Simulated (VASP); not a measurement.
# Al (Fm-3m) in VASP: a series of runs

Al is run at these levels: HSE06; tasks: single point.

Everything below comes from runs of VASP 6.6.1. Logs are shortened: lines on timing, memory, paths and dates and some standing lists are left out, and cuts for length are marked.

## (1) The cell of the first run

The structure is cubic, space group Fm-3m (No. 225). Conventional cell: a = 4.013 Å, b = 4.013 Å, c = 4.013 Å, α = 90.00°, β = 90.00°, γ = 90.00°. Al (site symmetry m-3m) has 12 Al at 2.84 Å within 3.7 Å.

## (2) Single point, HSE06

Input file POSCAR:

```
Al
1.0
    0.0000000000      2.0064425445      2.0064425445
    2.0064425445      0.0000000000      2.0064425445
    2.0064425445      2.0064425445      0.0000000000
Al
1
Direct
    0.0000000000      0.0000000000      0.0000000000
```

Input file INCAR.step1:

```
PREC = Accurate
ENCUT = 520
EDIFF = 1E-5
ISMEAR = -1
SIGMA = 0.1
LREAL = False
LASPH = True
NELM = 60
ALGO = Normal
ISIF = 2
LWAVE = True
LCHARG = False
NBANDS = 8
GGA = PE
```

Input file INCAR.step2:

```
PREC = Accurate
ENCUT = 520
EDIFF = 1E-6
ISMEAR = -1
SIGMA = 0.1
LREAL = False
LASPH = True
NELM = 60
ALGO = Normal
ISIF = 2
LWAVE = False
LCHARG = False
GGA = PE
LHFCALC = True
HFSCREEN = 0.2079
PRECFOCK = Normal
NBANDS = 8
ISTART = 1
```

Input file KPOINTS:

```
Automatic mesh
0
Gamma
  6 6 6
```

Potentials or basis: VASP PAW PBE potentials, release 64 (Al).

The run is started by

```
$ cat potpaw_PBE.64/Al/POTCAR > POTCAR
$ cp INCAR.step1 INCAR
$ mpirun -np 1 vasp_std > vasp.out
$ cp INCAR.step2 INCAR
$ mpirun -np 1 vasp_std > vasp.out
```

OUTCAR:

```text
PREC = Accurate
   ENCUT = 520
   EDIFF = 1E-6
   ISMEAR = -1
   LREAL = False
   LASPH = True
   NELM = 60
   ISIF = 2
   GGA = PE
   LHFCALC = True
   HFSCREEN = 0.2079
   PRECFOCK = Normal
   ISTART = 1

 ion  position               nearest neighbor table
   1  0.000  0.000  0.000-

  LATTYP: Found a face centered cubic cell.
 ALAT       =     4.0128850890

  Lattice vectors:

 A1 = (   0.0000000000,   2.0064425445,   2.0064425445)
 A2 = (   2.0064425445,   0.0000000000,   2.0064425445)
 A3 = (   2.0064425445,   2.0064425445,   0.0000000000)

Analysis of symmetry for initial positions (statically):
=====================================================================
 Subroutine PRICEL returns:
 Original cell was already a primitive cell.

 Routine SETGRP: Setting up the symmetry group for a
 face centered cubic supercell.

 Subroutine GETGRP returns: Found 48 space group operations
 (whereof 48 operations were pure point group operations)
 out of a pool of 48 trial point group operations.

The static configuration has the point symmetry O_h .

Analysis of symmetry for dynamics (positions and initial velocities):
=====================================================================
 Subroutine PRICEL returns:
 Original cell was already a primitive cell.

 Routine SETGRP: Setting up the symmetry group for a
 face centered cubic supercell.

 Subroutine GETGRP returns: Found 48 space group operations
 (whereof 48 operations were pure point group operations)
 out of a pool of 48 trial point group operations.

The dynamic configuration has the point symmetry O_h .

 Subroutine INISYM returns: Found 48 space group operations
 (whereof 48 operations are pure point group operations),
 and found     1 'primitive' translations

----------------------------------------------------------------------------------------

                                     Primitive cell

  volume of cell :      16.1551

  direct lattice vectors                    reciprocal lattice vectors
     0.000000000  2.006442545  2.006442545    -0.249197268  0.249197268  0.249197268
     2.006442545  0.000000000  2.006442545     0.249197268 -0.249197268  0.249197268
     2.006442545  2.006442545  0.000000000     0.249197268  0.249197268 -0.249197268

  length of vectors
     2.837538259  2.837538259  2.837538259     0.431622329  0.431622329  0.431622329

  position of ions in fractional coordinates (direct lattice)
     0.000000000  0.000000000  0.000000000

  ion indices of the primitive-cell ions
   primitive index   ion index
                 1           1

----------------------------------------------------------------------------------------

 KPOINTS: Automatic mesh

Automatic generation of k-mesh.
 Grid dimensions read from file:
 generate k-points for:    6    6    6

 Generating k-lattice:

  Cartesian coordinates                     Fractional coordinates (reciprocal lattice)
    -0.041532878  0.041532878  0.041532878     0.166666667  0.000000000  0.000000000
     0.041532878 -0.041532878  0.041532878     0.000000000  0.166666667  0.000000000
     0.041532878  0.041532878 -0.041532878     0.000000000  0.000000000  0.166666667

  Length of vectors
     0.071937055  0.071937055  0.071937055

  Shift w.r.t. Gamma in fractional coordinates (k-lattice)
     0.000000000  0.000000000  0.000000000

 Subroutine IBZKPT returns following result:
 ===========================================

 Found     16 irreducible k-points:

 Following reciprocal coordinates:
            Coordinates               Weight
  0.000000  0.000000  0.000000      1.000000
  0.166667  0.000000  0.000000      8.000000
  0.333333  0.000000  0.000000      8.000000
  0.500000  0.000000  0.000000      4.000000
  0.166667  0.166667  0.000000      6.000000
  0.333333  0.166667  0.000000     24.000000
[... 8 lines left out ...]
 -0.333333  0.333333  0.166667     24.000000
 -0.333333  0.500000  0.166667     12.000000
   k-points           NKPTS =     16   k-points in BZ     NKDIM =    216   number of bands    NBANDS=      8
   number of dos      NEDOS =    301   number of ions     NIONS =      1
   total plane-waves  NPLWV =  13824
   dimension x,y,z NGX =    24 NGY =   24 NGZ =   24
   dimension x,y,z NGXF=    48 NGYF=   48 NGZF=   48
   ions per type =               1
   NGX,Y,Z   is equivalent  to a cutoff of  14.06, 14.06, 14.06 a.u.
   NGXF,Y,Z  is equivalent  to a cutoff of  28.12, 28.12, 28.12 a.u.
 SYSTEM =  unknown system
   PREC   = accura    normal or accurate (medium, high low for compatibility)
   ISTART =      1    job   : 0-new  1-cont  2-samecut
   ICHARG =      0    charge: 1-file 2-atom 10-const
   ISPIN  =      1    spin polarized calculation?
   LNONCOLLINEAR =      F non collinear calculations
   LSORBIT =      F    spin-orbit coupling
   LASPH  =      T    aspherical Exc in radial PAW
   ENCUT  =  520.0 eV  38.22 Ry    6.18 a.u.   5.28  5.28  5.28*2*pi/ulx,y,z
   NELM   =     60;   NELMIN=  2; NELMDL=  0     # of ELM steps
   EDIFF  = 0.1E-05   stopping-criterion for ELM
   LREAL  =      F    real-space projection
   EDIFFG = 0.1E-04   stopping-criterion for IOM
   NSW    =      0    number of steps for IOM
   IBRION =     -1    ionic relax: 0-MD 1-quasi-New 2-CG
   NFREE  =      0    steps in history (QN), initial steepest desc. (CG)
   ISIF   =      2    stress and relaxation
   ISYM   =      3    0-nonsym 1-usesym 2-fastsym
   POTIM  = 0.5000    time-step for ionic-motion
   TEBEG  =    0.0;   TEEND  =   0.0 temperature during run
   PSTRESS=    0.0 pullay stress
   NELECT =       3.0000    total number of electrons
   NUPDOWN=      -1.0000    fix difference up-down
   EMIN   =  10.00;   EMAX   =-10.00  energy-range for DOS
   EFERMI =   0.00;   METHOD = LEGACY
   ISMEAR =    -1;   SIGMA  =   0.10  broadening in eV -4-tet -1-fermi 0-gaus
   EFERMI_NEDOS =   21; number of points for ismear=-14 and -15
   IALGO  =     38    algorithm
   IMIX   =      1    mixing-type and parameters
     AMIX     =   0.40;   BMIX     =  1.00
     AMIX_MAG =   1.60;   BMIX_MAG =  1.00
  volume/ion in A,a.u.               =      16.16       109.02
  Fermi-wavevector in a.u.,A,eV,Ry     =   0.933996  1.764997 11.869032  0.872349
  Thomas-Fermi vector in A             =   2.060756
   LORBIT       =      0    0 simple, 1 ext, 2 COOP (PROOUT), +10 PAW based schemes
   GGA     = PE    functional components
   LHFCALC =     T    Hartree Fock is set to
   PRECFOCK=normal    Normal, Fast or Accurate (Low or Medium for compatibility)
   ENCUT4O =  -1.0   cutoff for four orbital integrals eV
   NKREDX  =     1    reduce k-point grid by
   NKREDY  =     1    reduce k-point grid by
   NKREDZ  =     1    reduce k-point grid by
   AEXX    =    0.2500 exact exchange contribution
   HFSCREEN=    0.2079 screening length (either q_TF or 0.3 A-1)
   HFSCREENC=   0.2079 screening length for correlation (either q_TF or 0.3 A-1)
   ENCUTFOCK=  -1.0 apply spherical cutoff to Coloumb kernel
   IVDW    =     0    specifies the selected vdW correction
   LEPSILON=     F    determine dielectric tensor
   LRPA    =     F    only Hartree local field effects (RPA)
 non-spin polarized calculation
  energy-cutoff  :      520.00
  volume of cell :       16.16
 maximum number of plane-waves:       444
 NGX is ok and might be reduce to    24
  NGX = 16; NGY = 16; NGZ = 16

 number of electron       3.0000000 magnetization

 Free energy of the ion-electron system (eV)
  ---------------------------------------------------
  ext. energy  EPLUGINS =         0.00000000
  ---------------------------------------------------
  free energy    TOTEN  =        -4.18185997 eV

  energy without entropy =       -4.17082879  energy(sigma->0) =       -4.17634438

 E-fermi :   8.6657     XC(G=0):  -8.4716

 val. band max:        7.5458948031   @ k =  -0.3333   0.5000   0.1667
 cond. band min:       8.7708198050   @ k =  -0.3333   0.3333   0.0000
 fundamental gap:      1.2249250019
 Fermi energy:         8.6657483525

 k-point     1 :       0.0000    0.0000    0.0000
  band No.  band energies     occupation
      1      -4.6478      2.00000
      2      22.0424      0.00000
      3      22.0424      0.00000
      4      22.0424      0.00000
      5      23.7214      0.00000
      6      23.7214      0.00000
      7      23.7214      0.00000
      8      25.8099      0.00000

 k-point     2 :       0.1667    0.0000    0.0000
  band No.  band energies     occupation
      1      -3.7919      2.00000
      2      15.6526      0.00000
      3      20.7335      0.00000
      4      20.7335      0.00000
      5      24.0604      0.00000
      6      25.7478      0.00000
      7      25.7478      0.00000
      8      26.8827      0.00000

 k-point     3 :       0.3333    0.0000    0.0000
  band No.  band energies     occupation
      1      -1.2356      2.00000
      2       8.7934      0.43614
      3      20.1217      0.00000
      4      20.1217      0.00000
      5      22.8653      0.00000
      6      22.8653      0.00000
      7      23.7511      0.00000
      8      26.8937      0.00000

 k-point     4 :       0.5000    0.0000    0.0000
  band No.  band energies     occupation
      1       2.8365      2.00000
      2       3.1699      2.00000
      3      20.7866      0.00000
      4      20.7866      0.00000
      5      20.8708      0.00000
      6      20.8708      0.00000
      7      24.3933      0.00000
      8      24.9512      0.00000

 k-point     5 :       0.1667    0.1667    0.0000
  band No.  band energies     occupation
      1      -3.5069      2.00000
      2      18.2510      0.00000
      3      18.2510      0.00000
      4      18.3029      0.00000
      5      21.7284      0.00000
      6      21.9205      0.00000
      7      28.9383      0.00000
      8      28.9383      0.00000
[... 89 lines left out ...]
 k-point    14 :       0.5000    0.3333    0.1667
  band No.  band energies     occupation
      1       1.0260      2.00000
      2      10.1543      0.00000
      3      11.8674      0.00000
      4      14.3220      0.00000
      5      22.2354      0.00000
      6      24.0464      0.00000
      7      26.0575      0.00000
      8      33.0499      0.00000

 k-point    15 :      -0.3333    0.3333    0.1667
  band No.  band energies     occupation
      1       5.0182      2.00000
      2       5.4002      2.00000
      3      11.6145      0.00000
      4      12.3921      0.00000
      5      23.5396      0.00000
      6      24.0296      0.00000
      7      28.7093      0.00000
      8      29.9069      0.00000

 k-point    16 :      -0.3333    0.5000    0.1667
  band No.  band energies     occupation
      1       5.8493      2.00000
      2       7.5459      1.99997
      3       9.1156      0.02200
      4      11.0249      0.00000
      5      21.2990      0.00000
      6      23.3239      0.00000
      7      29.8128      0.00000
      8      30.9688      0.00000

------------------------ aborting loop because EDIFF is reached ----------------------------------------

  FORCE on cell =-STRESS in cart. coord.  units (eV):
  Direction    XX          YY          ZZ          XY          YZ          ZX
  --------------------------------------------------------------------------------------
  -------------------------------------------------------------------------------------
  Total        0.1221506      0.1221506      0.1221506      0.0000000     -0.0000000      0.0000000
  in kB       12.1142363     12.1142363     12.1142363      0.0000000     -0.0000000      0.0000000
  external PRESSURE =      12.1142363 kB  Pullay stress =       0.0000000 kB

 VOLUME and BASIS-vectors are now :
 -----------------------------------------------------------------------------
  energy-cutoff  :      520.00
  volume of cell :       16.16
      direct lattice vectors                 reciprocal lattice vectors
     0.000000000  2.006442545  2.006442545    -0.249197268  0.249197268  0.249197268
     2.006442545  0.000000000  2.006442545     0.249197268 -0.249197268  0.249197268
     2.006442545  2.006442545  0.000000000     0.249197268  0.249197268 -0.249197268

 POSITION                                       TOTAL-FORCE (eV/Angst)
 -----------------------------------------------------------------------------------
      0.00000      0.00000      0.00000         0.000000      0.000000      0.000000
 -----------------------------------------------------------------------------------
    total drift:                               -0.000004     -0.000005     -0.000005

  FREE ENERGIE OF THE ION-ELECTRON SYSTEM (eV)
  ---------------------------------------------------
  free  energy   TOTEN  =        -4.1818599680 eV

  energy  without entropy=       -4.1708287916  energy(sigma->0) =       -4.17634438
```

It took 2.3 min on 1 thread of AMD EPYC 7R13, shared host; peak memory 0.2 GiB.

What came out:

```
Free energy            : -4.1819 eV
Pressure               : 1.2 GPa
Band gap on the k mesh : zero (an odd number of electrons rules out a gap without spin polarisation)
```

Caveat: the k points lie up to 0.45 Å⁻¹ apart, too coarse for converged energies and pressures of a metal; the PAW data sets were made with another functional, which shifts forces and pressure a little.

## (3) Single point, HSE06

This run uses another cell than the first one, of 16.65 Å³/atom.

Input file POSCAR:

```
Al
1.0
    0.0000000000      2.0267110128      2.0267110128
    2.0267110128      0.0000000000      2.0267110128
    2.0267110128      2.0267110128      0.0000000000
Al
1
Direct
    0.0000000000      0.0000000000      0.0000000000
```

Input file INCAR.step1:

```
ALGO = Normal
EDIFF = 1E-5
ENCUT = 520
GGA = PE
ISIF = 2
ISMEAR = -1
LASPH = T
LREAL = F
LWAVE = T
NBANDS = 8
NELM = 80
PREC = Accurate
SIGMA = 0.1
```

Input file INCAR.step2:

```
ALGO = Normal
EDIFF = 1E-7
ENCUT = 520
GGA = PE
HFSCREEN = 0.2079
ISIF = 2
ISMEAR = -1
ISTART = 1
LASPH = T
LCHARG = T
LELF = T
LHFCALC = T
LREAL = F
LVHAR = T
LWAVE = F
NBANDS = 8
NELM = 80
PREC = Accurate
PRECFOCK = Normal
SIGMA = 0.1
```

Input file KPOINTS:

```
k-points
0
Gamma
  6 6 6
```

Potentials or basis: VASP PAW PBE potentials, release 64 (Al).

The run is started by

```
$ cat potpaw_PBE.64/Al/POTCAR > POTCAR
$ cp INCAR.step1 INCAR
$ mpirun -np 1 vasp_std > vasp.out
$ cp INCAR.step2 INCAR
$ mpirun -np 1 vasp_std > vasp.out
```

OUTCAR:

```text
EDIFF = 1E-7
   ENCUT = 520
   GGA = PE
   HFSCREEN = 0.2079
   ISIF = 2
   ISMEAR = -1
   ISTART = 1
   LASPH = T
   LHFCALC = T
   LREAL = F
   NELM = 80
   PREC = Accurate
   PRECFOCK = Normal

 ion  position               nearest neighbor table
   1  0.000  0.000  0.000-

  LATTYP: Found a face centered cubic cell.
 ALAT       =     4.0534220256

  Lattice vectors:

[... 351 lines left out ...]
      3       8.8118      0.01296
      4      10.5698      0.00000
      5      20.7712      0.00000
      6      22.6496      0.00000
      7      29.1250      0.00000
      8      30.2051      0.00000

------------------------ aborting loop because EDIFF is reached ----------------------------------------

  FORCE on cell =-STRESS in cart. coord.  units (eV):
  Direction    XX          YY          ZZ          XY          YZ          ZX
  --------------------------------------------------------------------------------------
  -------------------------------------------------------------------------------------
  Total       -0.1262959     -0.1262959     -0.1262959      0.0000000      0.0000000      0.0000000
  in kB      -12.1533061    -12.1533061    -12.1533061      0.0000000      0.0000000      0.0000000
  external PRESSURE =     -12.1533061 kB  Pullay stress =       0.0000000 kB

 VOLUME and BASIS-vectors are now :
 -----------------------------------------------------------------------------
  energy-cutoff  :      520.00
  volume of cell :       16.65
      direct lattice vectors                 reciprocal lattice vectors
     0.000000000  2.026711013  2.026711013    -0.246705128  0.246705128  0.246705128
     2.026711013  0.000000000  2.026711013     0.246705128 -0.246705128  0.246705128
     2.026711013  2.026711013  0.000000000     0.246705128  0.246705128 -0.246705128

 POSITION                                       TOTAL-FORCE (eV/Angst)
 -----------------------------------------------------------------------------------
      0.00000      0.00000      0.00000         0.000000      0.000000      0.000000
 -----------------------------------------------------------------------------------
    total drift:                               -0.000000     -0.000000     -0.000000

  FREE ENERGIE OF THE ION-ELECTRON SYSTEM (eV)
  ---------------------------------------------------
  free  energy   TOTEN  =        -4.1817900080 eV

  energy  without entropy=       -4.1711717064  energy(sigma->0) =       -4.17648086
```

OUTCAR.step1:

```text
EDIFF = 1E-5
   ENCUT = 520
   GGA = PE
   ISIF = 2
   ISMEAR = -1
   LASPH = T
[... 380 lines left out ...]

 POSITION                                       TOTAL-FORCE (eV/Angst)
 -----------------------------------------------------------------------------------
      0.00000      0.00000      0.00000        -0.000000     -0.000000     -0.000000
 -----------------------------------------------------------------------------------
    total drift:                                0.000000     -0.000000     -0.000000

  FREE ENERGIE OF THE ION-ELECTRON SYSTEM (eV)
  ---------------------------------------------------
  free  energy   TOTEN  =        -3.8184009659 eV

  energy  without entropy=       -3.8078595485  energy(sigma->0) =       -3.81313026
```

OSZICAR.step1:

```text
N       E                     dE             d eps       ncg     rms          rms(c)
DAV:   1    -0.271110351988E+01   -0.27111E+01   -0.10340E+03   256   0.223E+02
DAV:   2    -0.383382614920E+01   -0.11227E+01   -0.11139E+01   344   0.170E+01
DAV:   3    -0.384055883047E+01   -0.67327E-02   -0.67301E-02   328   0.144E+00
DAV:   4    -0.384058120083E+01   -0.22370E-04   -0.22370E-04   392   0.750E-02
DAV:   5    -0.384058122038E+01   -0.19546E-07   -0.20505E-07   344   0.141E-03    0.126E+00
DAV:   6    -0.382769645469E+01    0.12885E-01   -0.17054E-03   344   0.193E-01    0.734E-01
DAV:   7    -0.381840712263E+01    0.92893E-02   -0.50614E-03   320   0.312E-01    0.144E-01
DAV:   8    -0.381840096589E+01    0.61567E-05   -0.12718E-05   376   0.253E-02
   1 F= -.38184010E+01 E0= -.38131303E+01  d E =-.105414E-01
```

It took 2.6 min on 1 thread of AMD EPYC 7R13, shared host; peak memory 0.2 GiB.

Results:

```
Free energy            : -4.1818 eV
Pressure               : -1.2 GPa
Band gap on the k mesh : zero (an odd number of electrons rules out a gap without spin polarisation)
```

Levels at points of the mesh, in eV from the Fermi level:
| k point | band 1 | band 2 | band 3 | band 4 | band 5 | band 6 |
| --- | --- | --- | --- | --- | --- | --- |
| (0.00, 0.00, 0.00) | -13.04 | 13.24 | 13.24 | 13.24 | 14.69 | 14.69 |
| (0.50, 0.00, 0.00) | -5.65 | -5.41 | 11.91 | 11.91 | 12.01 | 12.01 |
| (0.50, 0.50, 0.00) | -3.77 | -2.15 | 5.47 | 5.80 | 5.80 | 9.42 |

Caveat: the k points lie up to 0.45 Å⁻¹ apart, too coarse for converged energies and pressures of a metal; the PAW data sets were made with another functional, which shifts forces and pressure a little.

The gap in the log of VASP goes by the Fermi energy; the results here count the filled bands.